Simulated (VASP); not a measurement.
Write the native input for VASP 6.6.1 that does the following.

```yaml
Task: single point
Functional: LDA
Potentials_or_basis: VASP PAW LDA potentials, release 64 (Cu, I)
Cutoff: 520 eV
k_mesh: 4 × 4 × 6
Occupations: gaussian, width 0.01 eV
Spin: no spin polarisation
Dipole_correction: no
Further_INCAR_settings: ALGO = Normal; EDIFF = 1e-06; NBANDS = 26
```

The structure of CuI lies in POSCAR:

```
CuI
1.0
    3.7331675900     -3.7110863700      0.0000000000
    3.7331675900      3.7110863700      0.0000000000
    0.0000000000      0.0000000000      4.3069976700
Cu I
2 2
Direct
    0.4204388300      0.5795611700      0.7500000000
    0.5795611700      0.4204388300      0.2500000000
    0.7700426800      0.2299573200      0.7500000000
    0.2299573200      0.7700426800      0.2500000000
```

The input as run:

INCAR

```
PREC = Accurate
ENCUT = 520
EDIFF = 1E-6
ISMEAR = 0
SIGMA = 0.01
LREAL = False
LASPH = True
NELM = 100
ALGO = Normal
ISIF = 2
LWAVE = False
LCHARG = False
GGA = CA
NBANDS = 26
```

KPOINTS

```
Automatic mesh
0
Gamma
  4 4 6
```

Potentials or basis: VASP PAW LDA potentials, release 64 (Cu, I).

Run with:

```sh
$ cat potpaw_LDA.64/Cu/POTCAR potpaw_LDA.64/I/POTCAR > POTCAR
$ mpirun -np 1 vasp_std > vasp.out
```

Results of the run:

| Item | Value |
| --- | --- |
| Pressure | -3.2 GPa |
| Largest force | 0.378 eV/Å |
| Band gap on the k mesh | 0.90 eV |

Caveat: the cell stands under tension; spin-orbit coupling is left out, which moves the levels of the heavy elements.

Run time: 100 s on 1 thread of AMD EPYC 7R43 64-Core Processor (Zen 3) (shared host), peak memory 0.19 GiB.
